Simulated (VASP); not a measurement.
# TaN (P-6m2) in VASP: notebook, part 2 of 2

VASP 6.6.1. The steps go on from the part before.

### Step 4. Single point, PBE (z stretched by +4 % at fixed volume)

INCAR reads:

```
SYSTEM = TaN
PREC = Accurate
ENCUT = 520
EDIFF = 1E-6
ISMEAR = -1
SIGMA = 0.02
LREAL = .FALSE.
LASPH = .TRUE.
NELM = 80
ALGO = Normal
ISIF = 2
LWAVE = .FALSE.
LCHARG = .FALSE.
GGA = PE
NBANDS = 15
```

KPOINTS reads:

```
Automatic mesh
0
G
  12 12 10
  0 0 0
```

POSCAR reads:

```
TaN
1.0
    2.8809449058      0.0000000000      0.0000000000
   -1.4404724529      2.4949714753      0.0000000000
    0.0000000000      0.0000000000      2.9983200000
Ta N
1 1
Direct
    0.3333333333      0.6666666667      0.5000000000
    0.0000000000      0.0000000000      0.0000000000
```

Potentials or basis: VASP PAW PBE potentials, release 64 (Ta_pv, N).

Launch:

```console
cat potpaw_PBE.64/Ta_pv/POTCAR potpaw_PBE.64/N/POTCAR > POTCAR
mpirun -np 1 vasp_std > vasp.out
```

OUTCAR:

```text
SYSTEM = TaN
   PREC = Accurate
   ENCUT = 520
   EDIFF = 1E-6
   ISMEAR = -1
   LREAL = .FALSE.
   LASPH = .TRUE.
   NELM = 80
   ISIF = 2
   GGA = PE

 ion  position               nearest neighbor table
   1  0.333  0.667  0.500-   2 2.24   2 2.24   2 2.24   2 2.24   2 2.24   2 2.24
   2  0.000  0.000  0.000-   1 2.24   1 2.24   1 2.24   1 2.24   1 2.24   1 2.24

  LATTYP: Found a hexagonal cell.
 ALAT       =     2.8809449058
 C/A-ratio  =     1.0407418739

  Lattice vectors:

 A1 = (   2.8809449058,   0.0000000000,   0.0000000000)
 A2 = (  -1.4404724529,   2.4949714753,   0.0000000000)
 A3 = (   0.0000000000,   0.0000000000,   2.9983200000)

Analysis of symmetry for initial positions (statically):
=====================================================================
 Subroutine PRICEL returns:
 Original cell was already a primitive cell.

 Routine SETGRP: Setting up the symmetry group for a
 hexagonal supercell.

 Subroutine GETGRP returns: Found 12 space group operations
 (whereof 12 operations were pure point group operations)
[... 167 lines left out ...]
 cond. band min:       8.3383961608   @ k =   0.0833  -0.0000   0.5000
 fundamental gap:      0.1144404365
 Fermi energy:         8.2445742085

 k-point     1 :       0.0000    0.0000    0.0000
  band No.  band energies     occupation
      1     -26.7619      2.00000
      2     -26.2941      2.00000
      3     -26.2941      2.00000
      4      -9.4573      2.00000
      5       3.8095      2.00000
      6       4.1569      2.00000
      7       4.1569      2.00000
      8       4.9899      2.00000
      9      10.9804      0.00000
     10      11.4869      0.00000
     11      11.4869      0.00000
     12      12.1611      0.00000
     13      12.1611      0.00000
     14      21.2772      0.00000
[... 401 lines left out ...]
      2     -26.6883      2.00000
      3     -26.4922      2.00000
      4      -7.6543      2.00000
      5       0.8413      2.00000
      6       2.9349      2.00000
      7       4.9709      2.00000
      8       5.4473      2.00000
      9      10.7763      0.00000
     10      11.2256      0.00000
     11      12.6549      0.00000
     12      13.1942      0.00000
     13      15.3617      0.00000
     14      21.5051      0.00000
     15      21.6989      0.00000

 [... further k-points ...]
[... 5 lines left out ...]
  --------------------------------------------------------------------------------------
  -------------------------------------------------------------------------------------
  Total        2.2219551      2.2219551     -2.6064402      0.0000000      0.0000000      0.0000000
  in kB      165.1837576    165.1837576   -193.7670057      0.0000000      0.0000000      0.0000000
  external PRESSURE =      45.5335032 kB  Pullay stress =       0.0000000 kB

 VOLUME and BASIS-vectors are now :
 -----------------------------------------------------------------------------
  energy-cutoff  :      520.00
  volume of cell :       21.55
      direct lattice vectors                 reciprocal lattice vectors
     2.880944906  0.000000000  0.000000000     0.347108339  0.200403093  0.000000000
    -1.440472453  2.494971475  0.000000000     0.000000000  0.400806186  0.000000000
     0.000000000  0.000000000  2.998320000     0.000000000  0.000000000  0.333520105

 POSITION                                       TOTAL-FORCE (eV/Angst)
 -----------------------------------------------------------------------------------
     -0.00000      1.66331      1.49916         0.000000      0.000000      0.000000
      0.00000      0.00000      0.00000        -0.000000      0.000000      0.000000
 -----------------------------------------------------------------------------------
    total drift:                                0.000000     -0.000000     -0.000000

  FREE ENERGIE OF THE ION-ELECTRON SYSTEM (eV)
  ---------------------------------------------------
  free  energy   TOTEN  =       -22.3486203645 eV

  energy  without entropy=      -22.3485467354  energy(sigma->0) =      -22.34858355
```

OSZICAR:

```text
N       E                     dE             d eps       ncg     rms          rms(c)
DAV:   1     0.910103138749E+02    0.91010E+02   -0.87311E+03  3428   0.113E+03
DAV:   2    -0.220697458823E+02   -0.11308E+03   -0.10637E+03  4134   0.307E+02
DAV:   3    -0.248901426246E+02   -0.28204E+01   -0.28071E+01  3840   0.449E+01
DAV:   4    -0.249017564733E+02   -0.11614E-01   -0.11610E-01  4526   0.313E+00
DAV:   5    -0.249018296520E+02   -0.73179E-04   -0.73177E-04  3868   0.230E-01    0.232E+01
DAV:   6    -0.224373839922E+02    0.24644E+01   -0.40470E+00  4555   0.238E+01    0.974E+00
DAV:   7    -0.223793039254E+02    0.58080E-01   -0.71117E-01  3770   0.645E+00    0.688E+00
DAV:   8    -0.223571596566E+02    0.22144E-01   -0.16252E-01  4260   0.348E+00    0.154E+00
DAV:   9    -0.223486203405E+02    0.85393E-02   -0.17189E-02  3819   0.111E+00    0.184E-01
DAV:  10    -0.223486889315E+02   -0.68591E-04   -0.13135E-03  4106   0.405E-01    0.735E-02
DAV:  11    -0.223486207397E+02    0.68192E-04   -0.88344E-05  4141   0.104E-01    0.116E-02
DAV:  12    -0.223486204430E+02    0.29666E-06   -0.12114E-05  3840   0.322E-02    0.397E-03
DAV:  13    -0.223486203645E+02    0.78495E-07   -0.89368E-08  1857   0.339E-03
   1 F= -.22348620E+02 E0= -.22348584E+02  d E =-.736291E-04
```

It took 10 s on 1 thread of Intel Xeon 6975P-C (Granite Rapids), shared host; peak memory 0.16 GiB.

What came out:

```yaml
Free_energy: -22.3486 eV
Pressure: 4.6 GPa
Band_gap_on_the_k_mesh: zero (band 8 reaches 8.47 eV, above the bottom of band 9 at 8.08 eV)
```

Stress tensor (GPa, compression positive):
```
 16.52   0.00   0.00
  0.00  16.52   0.00
  0.00   0.00 -19.38
```

Levels at points of the mesh, in eV from the Fermi level:
```csv
k point,band 6,band 7,band 8,band 9,band 10,band 11
"(0.00, 0.00, 0.00)",-4.09,-4.09,-3.25,2.74,3.24,3.24
"(0.50, 0.00, 0.00)",-5.65,-3.57,-2.86,2.79,4.50,4.88
"(0.00, 0.00, 0.50)",-3.24,-3.24,-0.17,-0.17,1.51,3.71
"(0.50, 0.00, 0.50)",-6.25,-5.25,-0.61,4.11,5.47,5.71
```

Caveat: spin-orbit coupling is left out, which moves the levels of the heavy elements.

### Step 5. Single point, PBE (z stretched by -3 % at fixed volume)

INCAR reads:

```
SYSTEM = TaN
  PREC = Accurate
  ENCUT = 520
  EDIFF = 1E-6
  ISMEAR = -1
  SIGMA = 0.02
  LREAL = .False.
  LASPH = .True.
  NELM = 100
  ALGO = Normal
  ISIF = 2
  LWAVE = .False.
  LCHARG = .False.
  GGA = PE
  NBANDS = 15
```

KPOINTS reads:

```
regular mesh
0
Gamma
  12 12 10
  0 0 0
```

POSCAR reads:

```
TaN
1.0
    2.9830858739      0.0000000000      0.0000000000
   -1.4915429370      2.5834281485      0.0000000000
    0.0000000000      0.0000000000      2.7965100000
Ta N
1 1
Direct
    0.3333333333      0.6666666667      0.5000000000
    0.0000000000      0.0000000000      0.0000000000
```

Potentials or basis: VASP PAW PBE potentials, release 64 (Ta_pv, N).

Launch:

```console
cat potpaw_PBE.64/Ta_pv/POTCAR potpaw_PBE.64/N/POTCAR > POTCAR
mpirun -np 1 vasp_std > vasp.out
```

OUTCAR:

```text
SYSTEM = TaN
   PREC = Accurate
   ENCUT = 520
   EDIFF = 1E-6
   ISMEAR = -1
   LREAL = .False.
   LASPH = .True.
   NELM = 100
   ISIF = 2
   GGA = PE

 ion  position               nearest neighbor table
   1  0.333  0.667  0.500-   2 2.22   2 2.22   2 2.22   2 2.22   2 2.22   2 2.22
   2  0.000  0.000  0.000-   1 2.22   1 2.22   1 2.22   1 2.22   1 2.22   1 2.22

  LATTYP: Found a hexagonal cell.
 ALAT       =     2.9830858739
 C/A-ratio  =     0.9374554130

  Lattice vectors:

 A1 = (   2.9830858739,   0.0000000000,   0.0000000000)
 A2 = (  -1.4915429370,   2.5834281485,   0.0000000000)
 A3 = (   0.0000000000,   0.0000000000,   2.7965100000)

Analysis of symmetry for initial positions (statically):
=====================================================================
 Subroutine PRICEL returns:
 Original cell was already a primitive cell.

 Routine SETGRP: Setting up the symmetry group for a
 hexagonal supercell.

 Subroutine GETGRP returns: Found 12 space group operations
 (whereof 12 operations were pure point group operations)
 out of a pool of 24 trial point group operations.

The static configuration has the point symmetry D_3h.

Analysis of symmetry for dynamics (positions and initial velocities):
=====================================================================
 Subroutine PRICEL returns:
 Original cell was already a primitive cell.

 Routine SETGRP: Setting up the symmetry group for a
 hexagonal supercell.

 Subroutine GETGRP returns: Found 12 space group operations
 (whereof 12 operations were pure point group operations)
 out of a pool of 24 trial point group operations.

The dynamic configuration has the point symmetry D_3h.

 Subroutine INISYM returns: Found 12 space group operations
 (whereof 12 operations are pure point group operations),
 and found     1 'primitive' translations

[... 110 lines left out ...]
   EFERMI_NEDOS =   21; number of points for ismear=-14 and -15
   IALGO  =     38    algorithm
   IMIX   =      4    mixing-type and parameters
     AMIX     =   0.40;   BMIX     =  1.00
     AMIX_MAG =   1.60;   BMIX_MAG =  1.00
  volume/ion in A,a.u.               =      10.78        72.72
  Fermi-wavevector in a.u.,A,eV,Ry     =   1.482366  2.801265 29.897546  2.197408
  Thomas-Fermi vector in A             =   2.596161
   LORBIT       =      0    0 simple, 1 ext, 2 COOP (PROOUT), +10 PAW based schemes
   GGA     = PE    functional components
[... 5 lines left out ...]
 non-spin polarized calculation
  energy-cutoff  :      520.00
  volume of cell :       21.55
 maximum number of plane-waves:       599
 NGX is ok and might be reduce to    24
   NGX = 11   NGY = 11   NGZ = 11

 number of electron      16.0000000 magnetization

 Free energy of the ion-electron system (eV)
  ---------------------------------------------------
  ext. energy  EPLUGINS =         0.00000000
  ---------------------------------------------------
  free energy    TOTEN  =       -22.37446319 eV

  energy without entropy =      -22.37438043  energy(sigma->0) =      -22.37442181

 E-fermi :   8.2968     XC(G=0): -13.3378

 val. band max:        8.2630150946   @ k =   0.3333   0.3333   0.0000
 cond. band min:       8.4591656754   @ k =   0.0833  -0.0000   0.4000
 fundamental gap:      0.1961505808
 Fermi energy:         8.2968239386

 k-point     1 :       0.0000    0.0000    0.0000
  band No.  band energies     occupation
      1     -26.4493      2.00000
      2     -26.3716      2.00000
      3     -26.3716      2.00000
      4      -9.5668      2.00000
      5       3.3478      2.00000
      6       3.3478      2.00000
      7       4.1363      2.00000
      8       5.6366      2.00000
      9      10.1241      0.00000
     10      12.1060      0.00000
     11      12.1060      0.00000
     12      12.3916      0.00000
     13      12.3916      0.00000
     14      21.4618      0.00000
[... 401 lines left out ...]
      2     -26.5161      2.00000
      3     -26.4692      2.00000
      4      -7.8840      2.00000
      5       0.6159      2.00000
      6       3.5068      2.00000
      7       4.3250      2.00000
      8       5.5694      2.00000
      9      10.9328      0.00000
     10      11.2537      0.00000
     11      12.9617      0.00000
     12      13.3498      0.00000
     13      15.3559      0.00000
     14      21.2726      0.00000
     15      21.6765      0.00000

 [... further k-points ...]
[... 5 lines left out ...]
  --------------------------------------------------------------------------------------
  -------------------------------------------------------------------------------------
  Total       -0.4414133     -0.4414133      3.7641587      0.0000000      0.0000000      0.0000000
  in kB      -32.8153829    -32.8153829    279.8336830      0.0000000      0.0000000      0.0000000
  external PRESSURE =      71.4009724 kB  Pullay stress =       0.0000000 kB

 VOLUME and BASIS-vectors are now :
 -----------------------------------------------------------------------------
  energy-cutoff  :      520.00
  volume of cell :       21.55
      direct lattice vectors                 reciprocal lattice vectors
     2.983085874  0.000000000  0.000000000     0.335223337  0.193541284  0.000000000
    -1.491542937  2.583428148  0.000000000     0.000000000  0.387082567  0.000000000
     0.000000000  0.000000000  2.796510000     0.000000000  0.000000000  0.357588566

 POSITION                                       TOTAL-FORCE (eV/Angst)
 -----------------------------------------------------------------------------------
     -0.00000      1.72229      1.39826         0.000000      0.000000      0.000000
      0.00000      0.00000      0.00000        -0.000000      0.000000      0.000000
 -----------------------------------------------------------------------------------
    total drift:                                0.000000     -0.000000     -0.000000

  FREE ENERGIE OF THE ION-ELECTRON SYSTEM (eV)
  ---------------------------------------------------
  free  energy   TOTEN  =       -22.3744631949 eV

  energy  without entropy=      -22.3743804286  energy(sigma->0) =      -22.37442181
```

OSZICAR:

```text
N       E                     dE             d eps       ncg     rms          rms(c)
DAV:   1     0.918677970711E+02    0.91868E+02   -0.88025E+03  3420   0.113E+03
DAV:   2    -0.220057479366E+02   -0.11387E+03   -0.10745E+03  4085   0.308E+02
DAV:   3    -0.248935949565E+02   -0.28878E+01   -0.28723E+01  3903   0.453E+01
DAV:   4    -0.249057903424E+02   -0.12195E-01   -0.12192E-01  4470   0.317E+00
DAV:   5    -0.249058627887E+02   -0.72446E-04   -0.72445E-04  3966   0.229E-01    0.238E+01
DAV:   6    -0.224556723448E+02    0.24502E+01   -0.40273E+00  4303   0.237E+01    0.100E+01
DAV:   7    -0.224010970826E+02    0.54575E-01   -0.53385E-01  3889   0.604E+00    0.706E+00
DAV:   8    -0.223829355976E+02    0.18161E-01   -0.15504E-01  4071   0.333E+00    0.177E+00
DAV:   9    -0.223744722845E+02    0.84633E-02   -0.16677E-02  3791   0.108E+00    0.173E-01
DAV:  10    -0.223745261596E+02   -0.53875E-04   -0.11665E-03  4239   0.376E-01    0.110E-01
DAV:  11    -0.223744630773E+02    0.63082E-04   -0.94446E-05  4001   0.965E-02    0.123E-02
DAV:  12    -0.223744631903E+02   -0.11302E-06   -0.10261E-05  3924   0.296E-02    0.420E-03
DAV:  13    -0.223744631949E+02   -0.45977E-08   -0.69620E-08  1892   0.285E-03
   1 F= -.22374463E+02 E0= -.22374422E+02  d E =-.827663E-04
```

Wall time 11 s (1 thread of Intel Xeon 6975P-C (Granite Rapids), shared host); peak memory 0.16 GiB.

What came out:

```yaml
Free_energy: -22.3745 eV
Pressure: 7.1 GPa
Band_gap_on_the_k_mesh: zero (band 8 reaches 8.61 eV, above the bottom of band 9 at 8.24 eV)
```

Stress tensor (GPa, compression positive):
```
-3.28  0.00  0.00
 0.00 -3.28  0.00
 0.00  0.00 27.98
```

Levels at points of the mesh, in eV from the Fermi level:
| k point | band 5 | band 6 | band 7 | band 8 | band 9 | band 10 | band 11 | band 12 |
| --- | --- | --- | --- | --- | --- | --- | --- | --- |
| (0.00, 0.00, 0.00) | -4.95 | -4.95 | -4.16 | -2.66 | 1.83 | 3.81 | 3.81 | 4.09 |
| (0.50, 0.00, 0.00) | -8.37 | -4.80 | -3.51 | -3.45 | 3.21 | 3.55 | 4.94 | 5.45 |
| (0.00, 0.00, 0.50) | -9.34 | -4.14 | -4.14 | -0.06 | -0.06 | 2.98 | 2.98 | 2.98 |
| (0.50, 0.00, 0.50) | -7.39 | -6.16 | -6.02 | -0.23 | 4.07 | 5.05 | 6.29 | 6.92 |

Caveat: spin-orbit coupling is left out, which moves the levels of the heavy elements.

### Step 6. Overview

```tsv
level	potentials or basis	cell	gap on the mesh (eV)	pressure (GPa)
LDA	VASP PAW LDA potentials, release 64 (Ta_pv, N)	a = 2.938, b = 2.938, c = 2.883 Å, angles 90.0, 90.0, 120.0°, 2 atoms	none	-9.8
PBE	VASP PAW PBE potentials, release 64 (Ta_pv, N)	a = 2.938, b = 2.938, c = 2.883 Å, angles 90.0, 90.0, 120.0°, 2 atoms	none	5.4
PBE	VASP PAW PBE potentials, release 64 (Ta_pv, N)	a = 2.881, b = 2.881, c = 2.998 Å, angles 90.0, 90.0, 120.0°, 2 atoms	none	4.6
PBE	VASP PAW PBE potentials, release 64 (Ta_pv, N)	a = 2.983, b = 2.983, c = 2.797 Å, angles 90.0, 90.0, 120.0°, 2 atoms	none	7.1
```

Alike in all rows: task single point; no spin polarisation; k mesh 12 × 12 × 10; cutoff (eV) 520; smearing fermi-dirac 0.02 eV.

Caveats: spin-orbit coupling is left out, which moves the levels of the heavy elements.

Total energies depend on the potentials used, so only differences within one code and one set of settings carry meaning.
